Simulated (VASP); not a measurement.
# AgBr (Fm-3m) in VASP: further runs

The runs below take AgBr through electric field gradients, with PBE, r2SCAN.

Everything below comes from runs of VASP 6.6.1. Logs are shortened: lines on timing, memory, paths and dates and some standing lists are left out, and cuts for length are marked.

**1. The cell of the first run**

It takes space group Fm-3m (No. 225, cubic). Conventional cell: a = 5.860 Å, b = 5.860 Å, c = 5.860 Å, α = 90.00°, β = 90.00°, γ = 90.00°. Ag (site symmetry m-3m) has 6 Br at 2.93 Å within 3.9 Å. Within 3.9 Å of Br (site symmetry m-3m) lie 6 Ag at 2.93 Å.

**2. Electric field gradients, PBE (functional pbe, volume scaled by 1.04)**

Input file INCAR:

```
SYSTEM = AgBr
  PREC = Accurate
  ENCUT = 400
  EDIFF = 1E-8
  ISMEAR = -1
  SIGMA = 0.02
  LREAL = .FALSE.
  LASPH = .TRUE.
  NELM = 120
  ALGO = Normal
  ISIF = 2
  LWAVE = .FALSE.
  LCHARG = .FALSE.
  GGA = PE
  LEFG = .TRUE.
  NBANDS = 16
  GGA_COMPAT = .FALSE.
```

Input file KPOINTS:

```
Automatic mesh
0
G
  7 7 7
  0 0 0
```

Input file POSCAR:

```
AgBr
1.0
    0.0000000000      2.9302287054      2.9302287054
    2.9302287054      0.0000000000      2.9302287054
    2.9302287054      2.9302287054      0.0000000000
Ag Br
1 1
Direct
    0.0000000000      0.0000000000      0.0000000000
    0.5000000000      0.5000000000      0.5000000000
```

Potentials or basis: VASP PAW PBE potentials, release 64 (Ag, Br).

Started as:

```bash
cat potpaw_PBE.64/Ag/POTCAR potpaw_PBE.64/Br/POTCAR > POTCAR
mpirun -np 1 vasp_std > vasp.out
```

OUTCAR:

```text
SYSTEM = AgBr
   PREC = Accurate
   ENCUT = 400
   EDIFF = 1E-8
   ISMEAR = -1
   LREAL = .FALSE.
   LASPH = .TRUE.
   NELM = 120
   ISIF = 2
   GGA = PE

 ion  position               nearest neighbor table
   1  0.000  0.000  0.000-   2 2.93   2 2.93   2 2.93   2 2.93   2 2.93   2 2.93
   2  0.500  0.500  0.500-   1 2.93   1 2.93   1 2.93   1 2.93   1 2.93   1 2.93

  LATTYP: Found a face centered cubic cell.
 ALAT       =     5.8604574108

  Lattice vectors:

 A1 = (   0.0000000000,   2.9302287054,   2.9302287054)
 A2 = (   2.9302287054,   0.0000000000,   2.9302287054)
 A3 = (   2.9302287054,   2.9302287054,   0.0000000000)

Analysis of symmetry for initial positions (statically):
=====================================================================
 Subroutine PRICEL returns:
 Original cell was already a primitive cell.

 Routine SETGRP: Setting up the symmetry group for a
 face centered cubic supercell.

 Subroutine GETGRP returns: Found 48 space group operations
 (whereof 48 operations were pure point group operations)
 out of a pool of 48 trial point group operations.

The static configuration has the point symmetry O_h .

Analysis of symmetry for dynamics (positions and initial velocities):
=====================================================================
 Subroutine PRICEL returns:
 Original cell was already a primitive cell.

 Routine SETGRP: Setting up the symmetry group for a
 face centered cubic supercell.

 Subroutine GETGRP returns: Found 48 space group operations
 (whereof 48 operations were pure point group operations)
 out of a pool of 48 trial point group operations.

The dynamic configuration has the point symmetry O_h .

 Subroutine INISYM returns: Found 48 space group operations
 (whereof 48 operations are pure point group operations),
 and found     1 'primitive' translations

----------------------------------------------------------------------------------------

                                     Primitive cell

  volume of cell :      50.3193

  direct lattice vectors                    reciprocal lattice vectors
     0.000000000  2.930228705  2.930228705    -0.170635145  0.170635145  0.170635145
     2.930228705  0.000000000  2.930228705     0.170635145 -0.170635145  0.170635145
     2.930228705  2.930228705  0.000000000     0.170635145  0.170635145 -0.170635145

  length of vectors
     4.143969176  4.143969176  4.143969176     0.295548741  0.295548741  0.295548741

  position of ions in fractional coordinates (direct lattice)
     0.000000000  0.000000000  0.000000000
     0.500000000  0.500000000  0.500000000

  ion indices of the primitive-cell ions
   primitive index   ion index
                 1           1
                 2           2

----------------------------------------------------------------------------------------

 KPOINTS: Automatic mesh

Automatic generation of k-mesh.
 Grid dimensions read from file:
 generate k-points for:    7    7    7

 Generating k-lattice:

  Cartesian coordinates                     Fractional coordinates (reciprocal lattice)
    -0.024376449  0.024376449  0.024376449     0.142857143  0.000000000  0.000000000
     0.024376449 -0.024376449  0.024376449     0.000000000  0.142857143  0.000000000
     0.024376449  0.024376449 -0.024376449     0.000000000  0.000000000  0.142857143

  Length of vectors
     0.042221249  0.042221249  0.042221249

  Shift w.r.t. Gamma in fractional coordinates (k-lattice)
     0.000000000  0.000000000  0.000000000

 Subroutine IBZKPT returns following result:
 ===========================================

 Found     20 irreducible k-points:

 Following reciprocal coordinates:
            Coordinates               Weight
  0.000000  0.000000  0.000000      1.000000
  0.142857  0.000000  0.000000      8.000000
  0.285714  0.000000  0.000000      8.000000
  0.428571  0.000000  0.000000      8.000000
  0.142857  0.142857  0.000000      6.000000
  0.285714  0.142857  0.000000     24.000000
[... 12 lines left out ...]
 -0.428571  0.428571  0.142857     24.000000
 -0.285714  0.428571  0.142857     24.000000
   k-points           NKPTS =     20   k-points in BZ     NKDIM =     20   number of bands    NBANDS=     16
   number of dos      NEDOS =    301   number of ions     NIONS =      2
   total plane-waves  NPLWV =  21952
   dimension x,y,z NGX =    28 NGY =   28 NGZ =   28
   dimension x,y,z NGXF=    56 NGYF=   56 NGZF=   56
   ions per type =               1   1
   NGX,Y,Z   is equivalent  to a cutoff of  11.23, 11.23, 11.23 a.u.
   NGXF,Y,Z  is equivalent  to a cutoff of  22.47, 22.47, 22.47 a.u.
 SYSTEM =  AgBr
   PREC   = accura    normal or accurate (medium, high low for compatibility)
   ISTART =      0    job   : 0-new  1-cont  2-samecut
   ICHARG =      2    charge: 1-file 2-atom 10-const
   ISPIN  =      1    spin polarized calculation?
   LNONCOLLINEAR =      F non collinear calculations
   LSORBIT =      F    spin-orbit coupling
   LASPH  =      T    aspherical Exc in radial PAW
   ENCUT  =  400.0 eV  29.40 Ry    5.42 a.u.   6.76  6.76  6.76*2*pi/ulx,y,z
   NELM   =    120;   NELMIN=  2; NELMDL= -5     # of ELM steps
   EDIFF  = 0.1E-07   stopping-criterion for ELM
   LREAL  =      F    real-space projection
   EDIFFG = 0.1E-06   stopping-criterion for IOM
   NSW    =      0    number of steps for IOM
   IBRION =     -1    ionic relax: 0-MD 1-quasi-New 2-CG
   NFREE  =      0    steps in history (QN), initial steepest desc. (CG)
   ISIF   =      2    stress and relaxation
   ISYM   =      2    0-nonsym 1-usesym 2-fastsym
   POTIM  = 0.5000    time-step for ionic-motion
   TEBEG  =    0.0;   TEEND  =   0.0 temperature during run
   PSTRESS=    0.0 pullay stress
   NELECT =      18.0000    total number of electrons
   NUPDOWN=      -1.0000    fix difference up-down
   EMIN   =  10.00;   EMAX   =-10.00  energy-range for DOS
   EFERMI =   0.00;   METHOD = LEGACY
   ISMEAR =    -1;   SIGMA  =   0.02  broadening in eV -4-tet -1-fermi 0-gaus
   EFERMI_NEDOS =   21; number of points for ismear=-14 and -15
   IALGO  =     38    algorithm
   IMIX   =      4    mixing-type and parameters
     AMIX     =   0.40;   BMIX     =  1.00
     AMIX_MAG =   1.60;   BMIX_MAG =  1.00
  volume/ion in A,a.u.               =      25.16       169.79
  Fermi-wavevector in a.u.,A,eV,Ry     =   1.162128  2.196104 18.375248  1.350543
  Thomas-Fermi vector in A             =   2.298693
   LORBIT       =      0    0 simple, 1 ext, 2 COOP (PROOUT), +10 PAW based schemes
   GGA     = PE    functional components
   LHFCALC =     F    Hartree Fock is set to
   AEXX    =    0.0000 exact exchange contribution
   IVDW    =     0    specifies the selected vdW correction
   LEPSILON=     F    determine dielectric tensor
   LRPA    =     F    only Hartree local field effects (RPA)
 non-spin polarized calculation
  energy-cutoff  :      400.00
  volume of cell :       50.32
 maximum number of plane-waves:       941
   NGX = 13   NGY = 13   NGZ = 13

 number of electron      17.9999997 magnetization

 Free energy of the ion-electron system (eV)
  ---------------------------------------------------
  ext. energy  EPLUGINS =         0.00000000
  ---------------------------------------------------
  free energy    TOTEN  =        -4.99878587 eV

  energy without entropy =       -4.99878587  energy(sigma->0) =       -4.99878587

 E-fermi :   3.2290     XC(G=0):  -9.5461

 val. band max:        2.8184445660   @ k =   0.4286   0.0000   0.0000
 cond. band min:       3.5733598472   @ k =   0.0000   0.0000   0.0000
 fundamental gap:      0.7549152812
 Fermi energy:         3.2290227011

 k-point     1 :       0.0000    0.0000    0.0000
  band No.  band energies     occupation
      1     -11.8126      2.00000
      2       0.3333      2.00000
      3       0.3333      2.00000
      4       0.3339      2.00000
      5       0.3339      2.00000
      6       0.3339      2.00000
[... 8 lines left out ...]
     15      14.4127      0.00000
     16      14.4127      0.00000
[... 343 lines left out ...]
 k-point    20 :      -0.2857    0.4286    0.1429
  band No.  band energies     occupation
      1     -11.3918      2.00000
      2      -1.0192      2.00000
      3      -0.7272      2.00000
      4      -0.6524      2.00000
      5       0.5612      2.00000
      6       0.6464      2.00000
[... 8 lines left out ...]
     15      15.5334      0.00000
     16      17.9202      0.00000

------------------------ aborting loop because EDIFF is reached ----------------------------------------

  FORCE on cell =-STRESS in cart. coord.  units (eV):
  Direction    XX          YY          ZZ          XY          YZ          ZX
  --------------------------------------------------------------------------------------
  -------------------------------------------------------------------------------------
  Total       -0.1878693     -0.1878693     -0.1878693      0.0000000      0.0000000      0.0000000
  in kB       -5.9817992     -5.9817992     -5.9817992      0.0000000      0.0000000      0.0000000
  external PRESSURE =      -5.9817992 kB  Pullay stress =       0.0000000 kB

 VOLUME and BASIS-vectors are now :
 -----------------------------------------------------------------------------
  energy-cutoff  :      400.00
  volume of cell :       50.32
      direct lattice vectors                 reciprocal lattice vectors
     0.000000000  2.930228705  2.930228705    -0.170635145  0.170635145  0.170635145
     2.930228705  0.000000000  2.930228705     0.170635145 -0.170635145  0.170635145
     2.930228705  2.930228705  0.000000000     0.170635145  0.170635145 -0.170635145

 POSITION                                       TOTAL-FORCE (eV/Angst)
 -----------------------------------------------------------------------------------
      0.00000      0.00000      0.00000         0.000000      0.000000     -0.000000
      2.93023      2.93023      2.93023        -0.000000     -0.000000      0.000000
 -----------------------------------------------------------------------------------
    total drift:                                0.000000      0.000000      0.000000

  FREE ENERGIE OF THE ION-ELECTRON SYSTEM (eV)
  ---------------------------------------------------
  free  energy   TOTEN  =        -4.9987858707 eV

  energy  without entropy=       -4.9987858706  energy(sigma->0) =       -4.99878587

 Electric field gradients (V/A^2)
---------------------------------------------------------------------
 ion       V_xx      V_yy      V_zz      V_xy      V_xz      V_yz
---------------------------------------------------------------------
   1      -0.000     0.000     0.000    -0.000    -0.000    -0.000
   2      -0.000     0.000    -0.000     0.001     0.001     0.001
---------------------------------------------------------------------

 Electric field gradients after diagonalization (V/A^2)
 (convention: |V_zz| > |V_xx| > |V_yy|)
----------------------------------------------------------------------
 ion       V_xx      V_yy      V_zz     asymmetry (V_yy - V_xx)/ V_zz
----------------------------------------------------------------------
   1       0.000     0.000    -0.000       0.000
   2      -0.001    -0.001     0.001       0.000
----------------------------------------------------------------------

           NMR quadrupolar parameters

 Cq : quadrupolar parameter    Cq=e*Q*V_zz/h
 eta: asymmetry parameters     (V_yy - V_xx)/ V_zz
 Q  : nuclear electric quadrupole moment in mb (millibarn)
----------------------------------------------------------------------
 ion       Cq(MHz)       eta       Q (mb)
----------------------------------------------------------------------
   1      -0.000       0.000       1.000
   2       0.000       0.000       1.000
----------------------------------------------------------------------
```

Run time: 12 s. Hardware: 1 thread of AMD EPYC 7R13 (Zen 3), shared host; peak memory 0.12 GiB.

Results:

| Item | Value |
| --- | --- |
| Free energy | -4.9988 eV |
| Pressure | -0.6 GPa |
| Band gap on the k mesh | 0.76 eV, indirect (least direct gap 2.41 eV) |

Levels at points of the mesh, in eV from the valence-band top:
| k point | band 6 | band 7 | band 8 | band 9 | band 10 | band 11 | band 12 | band 13 |
| --- | --- | --- | --- | --- | --- | --- | --- | --- |
| (0.00, 0.00, 0.00) | -2.48 | -1.65 | -1.65 | -1.65 | 0.75 | 9.99 | 9.99 | 9.99 |

Caveat: the cell differs from its parent crystal (functional pbe, volume scaled by 1.04); without QUAD_EFG the Cq values of the log hold for a quadrupole moment of 1 mb, not for the nuclei. A k mesh can miss the band edges.

**3. Electric field gradients, r2SCAN**

This run uses another cell than the first one, of 24.19 Å³/atom, 0.962 times its volume.

Input file POSCAR:

```
AgBr
1.0
    0.0000000000      2.8921694793      2.8921694793
    2.8921694793      0.0000000000      2.8921694793
    2.8921694793      2.8921694793      0.0000000000
Ag Br
1 1
Direct
    0.0000000000      0.0000000000      0.0000000000
    0.5000000000      0.5000000000      0.5000000000
```

Input file INCAR.step1:

```
SYSTEM = AgBr
PREC     = Accurate       ! precision mode
ENCUT    = 440            ! plane-wave cutoff, eV
ISMEAR   = -1             ! smearing method
SIGMA    = 0.02           ! smearing width, eV
LREAL    = .FALSE.        ! projectors in reciprocal space
LASPH    = .TRUE.         ! aspherical terms in the spheres
NELM     = 120            ! most SCF steps
NBANDS   = 16             ! bands
GGA      = PE             ! functional
ALGO     = Normal         ! electronic algorithm
EDIFF    = 1E-5           ! SCF threshold, eV
LWAVE    = .TRUE.         ! write WAVECAR
LCHARG   = .FALSE.        ! write CHGCAR
GGA_COMPAT= .FALSE.
```

Input file INCAR.step2:

```
SYSTEM = AgBr
PREC     = Accurate       ! precision mode
ENCUT    = 440            ! plane-wave cutoff, eV
EDIFF    = 1E-8           ! SCF threshold, eV
ISMEAR   = -1             ! smearing method
SIGMA    = 0.02           ! smearing width, eV
LREAL    = .FALSE.        ! projectors in reciprocal space
LASPH    = .TRUE.         ! aspherical terms in the spheres
NELM     = 120            ! most SCF steps
ALGO     = Normal         ! electronic algorithm
ISIF     = 2              ! what is computed and relaxed
LWAVE    = .FALSE.        ! write WAVECAR
LCHARG   = .FALSE.        ! write CHGCAR
METAGGA  = R2SCAN         ! meta-GGA
LMIXTAU  = .TRUE.       
LEFG     = .TRUE.       
NBANDS   = 16             ! bands
ISTART   = 1            
GGA_COMPAT= .FALSE.
```

Input file KPOINTS:

```
regular mesh
0
G
  7 7 7
  0 0 0
```

Potentials or basis: VASP PAW PBE potentials, release 64 (Ag, Br).

Started as:

```bash
cat potpaw_PBE.64/Ag/POTCAR potpaw_PBE.64/Br/POTCAR > POTCAR
cp INCAR.step1 INCAR
mpirun -np 1 vasp_std > vasp.out
cp INCAR.step2 INCAR
mpirun -np 1 vasp_std > vasp.out
```

OUTCAR:

```text
SYSTEM = AgBr
   PREC = Accurate
   ENCUT = 440
   EDIFF = 1E-8
   ISMEAR = -1
   LREAL = .FALSE.
   LASPH = .TRUE.
   NELM = 120
   ISIF = 2
   METAGGA = R2SCAN
   ISTART = 1

 ion  position               nearest neighbor table
   1  0.000  0.000  0.000-   2 2.89   2 2.89   2 2.89   2 2.89   2 2.89   2 2.89
   2  0.500  0.500  0.500-   1 2.89   1 2.89   1 2.89   1 2.89   1 2.89   1 2.89

  LATTYP: Found a face centered cubic cell.
 ALAT       =     5.7843389586

  Lattice vectors:

 A1 = (   0.0000000000,   2.8921694793,   2.8921694793)
 A2 = (   2.8921694793,   0.0000000000,   2.8921694793)
 A3 = (   2.8921694793,   2.8921694793,   0.0000000000)

Analysis of symmetry for initial positions (statically):
=====================================================================
 Subroutine PRICEL returns:
 Original cell was already a primitive cell.

 Routine SETGRP: Setting up the symmetry group for a
 face centered cubic supercell.

[... 561 lines left out ...]
      direct lattice vectors                 reciprocal lattice vectors
     0.000000000  2.892169479  2.892169479    -0.172880602  0.172880602  0.172880602
     2.892169479  0.000000000  2.892169479     0.172880602 -0.172880602  0.172880602
     2.892169479  2.892169479  0.000000000     0.172880602  0.172880602 -0.172880602

 POSITION                                       TOTAL-FORCE (eV/Angst)
 -----------------------------------------------------------------------------------
      0.00000      0.00000      0.00000        -0.000000     -0.000000     -0.000000
      2.89217      2.89217      2.89217         0.000000      0.000000      0.000000
 -----------------------------------------------------------------------------------
    total drift:                                0.000000      0.000000      0.000000

  FREE ENERGIE OF THE ION-ELECTRON SYSTEM (eV)
  ---------------------------------------------------
  free  energy   TOTEN  =       -35.5135926010 eV

  energy  without entropy=      -35.5135926010  energy(sigma->0) =      -35.51359260

 Electric field gradients (V/A^2)
---------------------------------------------------------------------
 ion       V_xx      V_yy      V_zz      V_xy      V_xz      V_yz
---------------------------------------------------------------------
   1      -0.000    -0.000    -0.000    -0.001    -0.001    -0.001
   2       0.000    -0.000     0.000     0.000     0.000     0.000
---------------------------------------------------------------------

 Electric field gradients after diagonalization (V/A^2)
 (convention: |V_zz| > |V_xx| > |V_yy|)
----------------------------------------------------------------------
 ion       V_xx      V_yy      V_zz     asymmetry (V_yy - V_xx)/ V_zz
----------------------------------------------------------------------
   1       0.001     0.001    -0.002       0.000
   2      -0.000    -0.000     0.001       0.000
----------------------------------------------------------------------

           NMR quadrupolar parameters

 Cq : quadrupolar parameter    Cq=e*Q*V_zz/h
 eta: asymmetry parameters     (V_yy - V_xx)/ V_zz
 Q  : nuclear electric quadrupole moment in mb (millibarn)
----------------------------------------------------------------------
 ion       Cq(MHz)       eta       Q (mb)
----------------------------------------------------------------------
   1      -0.000       0.000       1.000
   2       0.000       0.000       1.000
----------------------------------------------------------------------
```

OSZICAR.step1:

```text
N       E                     dE             d eps       ncg     rms          rms(c)
DAV:   1     0.854589445750E+02    0.85459E+02   -0.74991E+03   640   0.864E+02
DAV:   2    -0.225691736731E+01   -0.87716E+02   -0.81404E+02   808   0.196E+02
DAV:   3    -0.509934923050E+01   -0.28424E+01   -0.28377E+01   760   0.371E+01
DAV:   4    -0.511318452362E+01   -0.13835E-01   -0.13835E-01   832   0.290E+00
DAV:   5    -0.511332515111E+01   -0.14063E-03   -0.14063E-03   760   0.281E-01    0.562E+00
DAV:   6    -0.499888492780E+01    0.11444E+00   -0.17883E-01   776   0.596E+00    0.369E+00
DAV:   7    -0.499454958159E+01    0.43353E-02   -0.60411E-02   744   0.162E+00    0.153E+00
DAV:   8    -0.499461550954E+01   -0.65928E-04   -0.40889E-03   744   0.630E-01    0.255E-01
DAV:   9    -0.499464904350E+01   -0.33534E-04   -0.48908E-04   784   0.231E-01    0.343E-02
DAV:  10    -0.499467258421E+01   -0.23541E-04   -0.36562E-05   816   0.773E-02    0.209E-02
DAV:  11    -0.499467931971E+01   -0.67355E-05   -0.13165E-05   696   0.287E-02
   1 F= -.49946793E+01 E0= -.49946793E+01  d E =-.197133E-09
```

Wall time 72 s (1 thread of Intel Xeon Platinum 8259CL at 2.50GHz (Skylake/Cascade Lake), shared host); peak memory 0.17 GiB.

What came out:

```yaml
Free_energy: -35.5136 eV
Pressure: 0.0 GPa
Band_gap_on_the_k_mesh: 1.32 eV, indirect (least direct gap 3.19 eV)
```

Caveat: without QUAD_EFG the Cq values of the log hold for a quadrupole moment of 1 mb, not for the nuclei; the PAW data sets were made with another functional, which shifts forces and pressure a little. r2SCAN opens gaps a little over a GGA but as a rule still falls short of measured ones.
